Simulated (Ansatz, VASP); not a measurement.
## One calculation of ZrN, two programs

The input INCAR:

```
ALGO = Normal
EDIFF = 1E-6
ENCUT = 600
GGA = PE
GGA_COMPAT = F
ISIF = 2
ISMEAR = -1
LASPH = T
LCHARG = F
LREAL = F
LWAVE = F
NBANDS = 16
NELM = 120
PREC = Accurate
SIGMA = 0.01
```

The input KPOINTS:

```
k-points
0
Gamma
  9 9 9
```

File POSCAR:

```
ZrN
1.0
    0.0000000000      2.3290301974      2.3290301974
    2.3290301974      0.0000000000      2.3290301974
    2.3290301974      2.3290301974      0.0000000000
Zr N
1 1
Direct
    0.0000000000      0.0000000000      0.0000000000
    0.5000000000      0.5000000000      0.5000000000
```

Input for Ansatz:

```yaml
crystal:
  lattice:
    - [0.0, 2.3290301974, 2.3290301974]
    - [2.3290301974, 0.0, 2.3290301974]
    - [2.3290301974, 2.3290301974, 0.0]
  atoms:
    - { symbol: Zr, position: [0.0, 0.0, 0.0] }
    - { symbol: "N", position: [0.5, 0.5, 0.5] }
kpoints:
  mp_grid: { grid: [9, 9, 9] }
  band_path:
    path:
      - [0.0, 0.0, 0.0]
      - [0.5, 0.0, 0.5]
      - [0.625, 0.25, 0.625]
      - [0.375, 0.375, 0.75]
      - [0.0, 0.0, 0.0]
      - [0.5, 0.5, 0.5]
      - [0.5, 0.25, 0.75]
      - [0.5, 0.0, 0.5]
    npoints: 5
scf:
  occupations: { method: fermi_dirac, width: 0.01 }
hamiltonian:
  xc: pbe
  pseudopotentials: { kind: all_electron, lapw: { basis_error: 0.00025 } }
output:
  forces: true
  stress: true
  eigenvalues: true
```

Change from the starting cell: volume scaled by 1.06.

Alike in both runs: task single point; functional PBE; k mesh 9 × 9 × 9; occupations fermi-dirac, width 0.01 eV; no spin polarisation.

```csv
,VASP,Ansatz
version,VASP 6.6.1,Ansatz 0.2.0
potentials or method,"VASP PAW PBE potentials, release 64 (Zr_sv, N), cutoff 600 eV","all-electron LAPW, scalar-relativistic"
```

|  | VASP | Ansatz | Ansatz less VASP |
| --- | --- | --- | --- |
| pressure (GPa) | -9.3 | -9.3 | -0.06 |

Ansatz ran all-electron here, and VASP with PAW potentials.
